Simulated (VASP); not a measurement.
# Cs (I4/mmm) in VASP: a series of runs

Runs on Cs. Level: PBEsol. Tasks: single point.

Everything below comes from runs of VASP 6.6.1. Logs are shortened: lines on timing, memory, paths and dates and some standing lists are left out, and cuts for length are marked.

## 1. The cell of the first run

The structure is tetragonal, space group I4/mmm (No. 139). Conventional cell: a = 6.158 Å, b = 6.158 Å, c = 5.721 Å, α = 90.00°, β = 90.00°, γ = 90.00°.

## 2. Single point, PBEsol

Input file INCAR:

```
PREC = Accurate ; ENCUT = 520
EDIFF = 1E-6 ; ISMEAR = 0
SIGMA = 0.1 ; LREAL = F
LASPH = T ; NELM = 60
ALGO = Fast ; ISIF = 2
LWAVE = F ; LCHARG = F
GGA = PS ; NBANDS = 10
```

Input file KPOINTS:

```
regular mesh
0
Gamma
  4 4 4
```

Input file POSCAR:

```
Cs
1.0
   -3.0791634130      3.0791634130      2.8605951088
    3.0791634130     -3.0791634130      2.8605951088
    3.0791634130      3.0791634130     -2.8605951088
Cs
1
Direct
    0.0000000000      0.0000000000      0.0000000000
```

Potentials or basis: VASP PAW PBE potentials, release 64 (Cs_sv).

Run with:

```console
$ cat potpaw_PBE.64/Cs_sv/POTCAR > POTCAR
$ mpirun -np 1 vasp_std > vasp.out
```

OUTCAR:

```text
PREC = Accurate
   ENCUT = 520
   EDIFF = 1E-6
   ISMEAR = 0
   LREAL = F
   LASPH = T
   NELM = 60
   ISIF = 2
   GGA = PS

 ion  position               nearest neighbor table
   1  0.000  0.000  0.000-

  LATTYP: Found a body centered tetragonal cell.
 ALAT       =     6.1583268260
 C/A-ratio  =     0.9290169845

  Lattice vectors:

 A1 = (  -3.0791634130,   3.0791634130,   2.8605951088)
 A2 = (   3.0791634130,  -3.0791634130,   2.8605951088)
 A3 = (   3.0791634130,   3.0791634130,  -2.8605951088)

Analysis of symmetry for initial positions (statically):
=====================================================================
 Subroutine PRICEL returns:
 Original cell was already a primitive cell.

 Routine SETGRP: Setting up the symmetry group for a
 body centered tetragonal supercell.

 Subroutine GETGRP returns: Found 16 space group operations
 (whereof 16 operations were pure point group operations)
 out of a pool of 16 trial point group operations.

The static configuration has the point symmetry D_4h.

Analysis of symmetry for dynamics (positions and initial velocities):
=====================================================================
 Subroutine PRICEL returns:
 Original cell was already a primitive cell.

 Routine SETGRP: Setting up the symmetry group for a
 body centered tetragonal supercell.

 Subroutine GETGRP returns: Found 16 space group operations
 (whereof 16 operations were pure point group operations)
 out of a pool of 16 trial point group operations.

The dynamic configuration has the point symmetry D_4h.

 Subroutine INISYM returns: Found 16 space group operations
 (whereof 16 operations are pure point group operations),
 and found     1 'primitive' translations

----------------------------------------------------------------------------------------

                                     Primitive cell

  volume of cell :     108.4880

  direct lattice vectors                    reciprocal lattice vectors
    -3.079163413  3.079163413  2.860595109     0.000000000  0.162381768  0.174788805
     3.079163413 -3.079163413  2.860595109     0.162381768  0.000000000  0.174788805
     3.079163413  3.079163413 -2.860595109     0.162381768  0.162381768  0.000000000

  length of vectors
     5.210134262  5.210134262  5.210134262     0.238576958  0.238576958  0.229642499

  position of ions in fractional coordinates (direct lattice)
     0.000000000  0.000000000  0.000000000

  ion indices of the primitive-cell ions
   primitive index   ion index
                 1           1

----------------------------------------------------------------------------------------

 KPOINTS: regular mesh

Automatic generation of k-mesh.
 Grid dimensions read from file:
 generate k-points for:    4    4    4

 Generating k-lattice:

  Cartesian coordinates                     Fractional coordinates (reciprocal lattice)
     0.000000000  0.040595442  0.043697201     0.250000000 -0.000000000  0.000000000
     0.040595442  0.000000000  0.043697201    -0.000000000  0.250000000  0.000000000
     0.040595442  0.040595442  0.000000000     0.000000000  0.000000000  0.250000000

  Length of vectors
     0.059644240  0.059644240  0.057410625

  Shift w.r.t. Gamma in fractional coordinates (k-lattice)
     0.000000000  0.000000000  0.000000000

 Subroutine IBZKPT returns following result:
 ===========================================

 Found     13 irreducible k-points:

 Following reciprocal coordinates:
            Coordinates               Weight
  0.000000  0.000000  0.000000      1.000000
  0.250000  0.000000  0.000000      8.000000
  0.500000  0.000000  0.000000      4.000000
  0.250000  0.250000  0.000000      8.000000
  0.500000  0.250000  0.000000     16.000000
 -0.250000  0.250000  0.000000      4.000000
  0.500000  0.500000  0.000000      2.000000
  0.250000  0.250000  0.250000      2.000000
 -0.250000  0.250000  0.250000      4.000000
  0.500000  0.500000  0.250000      4.000000
 -0.250000  0.500000  0.250000      8.000000
 -0.250000 -0.250000  0.250000      2.000000
  0.500000  0.500000  0.500000      1.000000
   k-points           NKPTS =     13   k-points in BZ     NKDIM =     13   number of bands    NBANDS=     10
   number of dos      NEDOS =    301   number of ions     NIONS =      1
   total plane-waves  NPLWV =  64000
   dimension x,y,z NGX =    40 NGY =   40 NGZ =   40
   dimension x,y,z NGXF=    80 NGYF=   80 NGZF=   80
   ions per type =               1
   NGX,Y,Z   is equivalent  to a cutoff of  12.76, 12.76, 12.76 a.u.
   NGXF,Y,Z  is equivalent  to a cutoff of  25.53, 25.53, 25.53 a.u.
 SYSTEM =  unknown system
   PREC   = accura    normal or accurate (medium, high low for compatibility)
   ISTART =      0    job   : 0-new  1-cont  2-samecut
   ICHARG =      2    charge: 1-file 2-atom 10-const
   ISPIN  =      1    spin polarized calculation?
   LNONCOLLINEAR =      F non collinear calculations
   LSORBIT =      F    spin-orbit coupling
   LASPH  =      T    aspherical Exc in radial PAW
   ENCUT  =  520.0 eV  38.22 Ry    6.18 a.u.   9.69  9.69  9.69*2*pi/ulx,y,z
   NELM   =     60;   NELMIN=  2; NELMDL= -5     # of ELM steps
   EDIFF  = 0.1E-05   stopping-criterion for ELM
   LREAL  =      F    real-space projection
   EDIFFG = 0.1E-04   stopping-criterion for IOM
   NSW    =      0    number of steps for IOM
   IBRION =     -1    ionic relax: 0-MD 1-quasi-New 2-CG
   NFREE  =      0    steps in history (QN), initial steepest desc. (CG)
   ISIF   =      2    stress and relaxation
   ISYM   =      2    0-nonsym 1-usesym 2-fastsym
   POTIM  = 0.5000    time-step for ionic-motion
   TEBEG  =    0.0;   TEEND  =   0.0 temperature during run
   PSTRESS=    0.0 pullay stress
   NELECT =       9.0000    total number of electrons
   NUPDOWN=      -1.0000    fix difference up-down
   EMIN   =  10.00;   EMAX   =-10.00  energy-range for DOS
   EFERMI =   0.00;   METHOD = LEGACY
   ISMEAR =     0;   SIGMA  =   0.10  broadening in eV -4-tet -1-fermi 0-gaus
   EFERMI_NEDOS =   21; number of points for ismear=-14 and -15
   IALGO  =     68    algorithm
   IMIX   =      4    mixing-type and parameters
     AMIX     =   0.40;   BMIX     =  1.00
     AMIX_MAG =   1.60;   BMIX_MAG =  1.00
  volume/ion in A,a.u.               =     108.49       732.11
  Fermi-wavevector in a.u.,A,eV,Ry     =   0.713995  1.349255  6.936095  0.509789
  Thomas-Fermi vector in A             =   1.801779
   LORBIT       =      0    0 simple, 1 ext, 2 COOP (PROOUT), +10 PAW based schemes
   GGA     = PS    functional components
   LHFCALC =     F    Hartree Fock is set to
   AEXX    =    0.0000 exact exchange contribution
   IVDW    =     0    specifies the selected vdW correction
   LEPSILON=     F    determine dielectric tensor
   LRPA    =     F    only Hartree local field effects (RPA)
 non-spin polarized calculation
 RMM-DIIS sequential band-by-band and
 Gauss-broadening in eV      SIGMA  =   0.10
  energy-cutoff  :      520.00
  volume of cell :      108.49
 maximum number of plane-waves:      2938
 NGX is ok and might be reduce to    40
   NGX = 19   NGY = 19   NGZ = 19

 number of electron       9.0000001 magnetization

 Free energy of the ion-electron system (eV)
  ---------------------------------------------------
  ext. energy  EPLUGINS =         0.00000000
  ---------------------------------------------------
  free energy    TOTEN  =        -0.90058833 eV

  energy without entropy =       -0.87834271  energy(sigma->0) =       -0.88946552

 E-fermi :   0.5331     XC(G=0):  -5.6281

 val. band max:        0.5230204050   @ k =   0.5000   0.2500   0.0000
 cond. band min:       0.5590106942   @ k =   0.5000   0.0000   0.0000
 fundamental gap:      0.0359902891
 Fermi energy:         0.5330832675

 k-point     1 :       0.0000    0.0000    0.0000
  band No.  band energies     occupation
      1     -23.2874      2.00000
      2      -9.9990      2.00000
      3      -9.9990      2.00000
      4      -9.9946      2.00000
      5      -1.2233      2.00000
      6       2.8453      0.00000
      7       3.1836      0.00000
      8       3.1836      0.00000
      9       3.7286      0.00000
     10       4.2040      0.00000

 k-point     2 :       0.2500    0.0000    0.0000
  band No.  band energies     occupation
      1     -23.2828      2.00000
      2     -10.0832      2.00000
      3     -10.0280      2.00000
      4      -9.9999      2.00000
      5      -0.5212      2.00000
      6       2.3194      0.00000
      7       2.4338      0.00000
      8       3.7318      0.00000
      9       3.9119      0.00000
     10       3.9317      0.00000

 k-point     3 :       0.5000    0.0000    0.0000
  band No.  band energies     occupation
      1     -23.2783      2.00000
      2     -10.1656      2.00000
      3     -10.0566      2.00000
      4     -10.0030      2.00000
      5       0.5590      0.71387
      6       1.5210      0.00000
      7       2.0569      0.00000
      8       3.8676      0.00000
      9       4.6391      0.00000
     10       4.9254      0.00000

 k-point     4 :       0.2500    0.2500    0.0000
  band No.  band energies     occupation
      1     -23.2783      2.00000
      2     -10.1379      2.00000
      3     -10.0683      2.00000
      4     -10.0205      2.00000
      5       0.6122      0.26343
      6       1.6314      0.00000
      7       1.9536      0.00000
      8       3.7532      0.00000
      9       4.2445      0.00000
     10       4.7257      0.00000
[... 79 lines left out ...]
 k-point    11 :      -0.2500    0.5000    0.2500
  band No.  band energies     occupation
      1     -23.2751      2.00000
      2     -10.1387      2.00000
      3     -10.0912      2.00000
      4     -10.0580      2.00000
      5       1.1101      0.00000
      6       1.3562      0.00000
      7       2.5678      0.00000
      8       2.6289      0.00000
      9       4.2170      0.00000
     10       5.3490      0.00000

 k-point    12 :      -0.2500   -0.2500    0.2500
  band No.  band energies     occupation
      1     -23.2786      2.00000
      2     -10.0938      2.00000
      3     -10.0586      2.00000
      4     -10.0586      2.00000
      5       0.1834      2.00000
      6       2.0952      0.00000
      7       2.6696      0.00000
      8       2.6696      0.00000
      9       3.7317      0.00000
     10       4.4237      0.00000

 k-point    13 :       0.5000    0.5000    0.5000
  band No.  band energies     occupation
      1     -23.2719      2.00000
      2     -10.1252      2.00000
      3     -10.1252      2.00000
      4     -10.0971      2.00000
      5       1.0635      0.00000
      6       1.1900      0.00000
      7       3.4737      0.00000
      8       3.4737      0.00000
      9       4.0989      0.00000
     10       5.1573      0.00000

------------------------ aborting loop because EDIFF is reached ----------------------------------------

  FORCE on cell =-STRESS in cart. coord.  units (eV):
  Direction    XX          YY          ZZ          XY          YZ          ZX
  --------------------------------------------------------------------------------------
  -------------------------------------------------------------------------------------
  Total        0.0226119      0.0226119     -0.0319514      0.0000000      0.0000000     -0.0000000
  in kB        0.3339374      0.3339374     -0.4718656      0.0000000      0.0000000     -0.0000000
  external PRESSURE =       0.0653364 kB  Pullay stress =       0.0000000 kB

 VOLUME and BASIS-vectors are now :
 -----------------------------------------------------------------------------
  energy-cutoff  :      520.00
  volume of cell :      108.49
      direct lattice vectors                 reciprocal lattice vectors
    -3.079163413  3.079163413  2.860595109     0.000000000  0.162381768  0.174788805
     3.079163413 -3.079163413  2.860595109     0.162381768  0.000000000  0.174788805
     3.079163413  3.079163413 -2.860595109     0.162381768  0.162381768  0.000000000

 POSITION                                       TOTAL-FORCE (eV/Angst)
 -----------------------------------------------------------------------------------
      0.00000      0.00000      0.00000         0.000000      0.000000     -0.000000
 -----------------------------------------------------------------------------------
    total drift:                               -0.000000     -0.000000     -0.000000

  FREE ENERGIE OF THE ION-ELECTRON SYSTEM (eV)
  ---------------------------------------------------
  free  energy   TOTEN  =        -0.9005883347 eV

  energy  without entropy=       -0.8783427143  energy(sigma->0) =       -0.88946552
```

Wall time 6.3 s (1 thread of Intel Xeon 6975P-C (Granite Rapids), shared host); peak memory 0.22 GiB.

What came out:

```
Free energy            : -0.9006 eV
Pressure               : 0.0 GPa
Band gap on the k mesh : zero (an odd number of electrons rules out a gap without spin polarisation)
```

Stress tensor (GPa, compression positive):
```
 0.03  0.00  0.00
 0.00  0.03  0.00
 0.00  0.00 -0.05
```

Levels at points of the mesh, in eV from the Fermi level:
```tsv
k point	band 2	band 3	band 4	band 5	band 6	band 7	band 8	band 9
(0.00, 0.00, 0.00)	-10.53	-10.53	-10.53	-1.76	2.31	2.65	2.65	3.20
(0.50, 0.00, 0.00)	-10.70	-10.59	-10.54	0.03	0.99	1.52	3.33	4.11
(0.50, 0.50, 0.00)	-10.70	-10.58	-10.53	-0.06	0.82	1.87	3.06	3.76
(0.50, 0.50, 0.50)	-10.66	-10.66	-10.63	0.53	0.66	2.94	2.94	3.57
```

Caveat: the k points lie up to 0.37 Å⁻¹ apart, too coarse for converged energies and pressures of a metal; the PAW data sets were made with another functional, which shifts forces and pressure a little; spin-orbit coupling is left out, which moves the levels of the heavy elements.

## 3. Single point, PBEsol

Input file INCAR:

```
PREC = Accurate
ENCUT = 520
EDIFF = 1E-6
ISMEAR = 0
SIGMA = 0.1
LREAL = F
LASPH = T
NELM = 60
ALGO = Fast
ISIF = 2
LWAVE = F
LCHARG = F
GGA = PS
NBANDS = 10
```

Input file KPOINTS:

```
Automatic mesh
0
Gamma
  10 10 10
```

POSCAR is that of step 2.

Potentials or basis: VASP PAW PBE potentials, release 64 (Cs_sv).

Run with:

```console
$ cat potpaw_PBE.64/Cs_sv/POTCAR > POTCAR
$ mpirun -np 1 vasp_std > vasp.out
```

Run time: 32 s. Hardware: 1 thread of Intel Xeon 6975P-C (Granite Rapids), shared host; peak memory 0.29 GiB.

Results (log left out):

```yaml
Free_energy: -0.9425 eV
Pressure: 0.0 GPa
Band_gap_on_the_k_mesh: zero (an odd number of electrons rules out a gap without spin polarisation)
```

Levels at points of the mesh, in eV from the Fermi level:
```tsv
k point	band 1	band 2	band 3	band 4	band 5	band 6	band 7	band 8	band 9	band 10
(0.00, 0.00, 0.00)	-23.81	-10.52	-10.52	-10.52	-1.74	2.33	2.66	2.66	3.21	3.68
(0.50, 0.00, 0.00)	-23.80	-10.69	-10.58	-10.53	0.04	1.00	1.54	3.35	4.12	4.41
(0.50, 0.50, 0.00)	-23.80	-10.69	-10.57	-10.52	-0.05	0.84	1.88	3.07	3.77	4.62
(0.50, 0.50, 0.50)	-23.79	-10.65	-10.65	-10.62	0.54	0.67	2.96	2.96	3.58	4.59
```

Caveat: the PAW data sets were made with another functional, which shifts forces and pressure a little; spin-orbit coupling is left out, which moves the levels of the heavy elements.
